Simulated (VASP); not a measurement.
Wanted: the native input for a VASP 6.6.1 run.

| Property | Result |
| --- | --- |
| Task | relaxation of cell and atoms |
| Functional | PBEsol |
| Potentials or basis | VASP PAW PBE potentials, release 64 (K_sv, Cl) |
| Cutoff | 600 eV |
| k mesh | 8 × 8 × 8 |
| Occupations | gaussian, width 0.01 eV |
| Spin | no spin polarisation |
| Target pressure | 15 GPa |
| Dipole correction | no |
| Further INCAR settings | ALGO = Normal; EDIFF = 1e-06; IBRION = 2; EDIFFG = -0.001; NSW = 80; ISIF = 3 |

The structure of KCl lies in POSCAR:

```
KCl
1.0
    3.3653702326      0.0000000000      0.0000000000
    0.0000000000      3.3653702326      0.0000000000
    0.0000000000      0.0000000000      3.3653702326
K Cl
1 1
Direct
    0.0000000000      0.0000000000      0.0000000000
    0.5000000000      0.5000000000      0.5000000000
```

The input as run:

INCAR

```
SYSTEM = KCl
PREC     = Accurate       ! precision mode
ENCUT    = 600            ! plane-wave cutoff, eV
EDIFF    = 1E-6           ! SCF threshold, eV
ISMEAR   = 0              ! smearing method
SIGMA    = 0.01           ! smearing width, eV
LREAL    = .FALSE.        ! projectors in reciprocal space
LASPH    = .TRUE.         ! aspherical terms in the spheres
NELM     = 80             ! most SCF steps
ALGO     = Normal         ! electronic algorithm
ISIF     = 3              ! what is computed and relaxed
LWAVE    = .FALSE.        ! write WAVECAR
LCHARG   = .FALSE.        ! write CHGCAR
GGA      = PS             ! functional
IBRION   = 2              ! ionic algorithm
NSW      = 80             ! ionic steps
EDIFFG   = -0.001         ! ionic threshold
PSTRESS  = 150.0
```

KPOINTS

```
Automatic mesh
0
G
  8 8 8
  0 0 0
```

Potentials or basis: VASP PAW PBE potentials, release 64 (K_sv, Cl).

Command:

```sh
$ cat potpaw_PBE.64/K_sv/POTCAR potpaw_PBE.64/Cl/POTCAR > POTCAR
$ mpirun -np 1 vasp_std > vasp.out
```

It gave:

```yaml
Relaxed_volume: 19.15 Å³/atom
Relaxed_cell: a = 3.371 Å, b = 3.371 Å, c = 3.371 Å, α = 90.00°, β = 90.00°, γ = 90.00°
Space_group_after_relaxing_to_0.1_Å: Pm-3m (No. 221)
Energy_change_on_relaxing_the_run_minimises_the_enthalpy: -8.8 meV/atom
Ionic_steps: 14
Pressure_after_relaxing: 15.0 GPa
Band_gap_on_the_k_mesh: 5.64 eV (least direct gap 5.88 eV)
```

Caveat: the cell is relaxed towards a set pressure, so the run minimises the enthalpy, not the energy; the PAW data sets were made with another functional, which shifts forces and pressure a little.

It took 2.2 min on 1 thread of Intel Xeon 8259CL, on a shared host, peak memory 0.17 GiB.
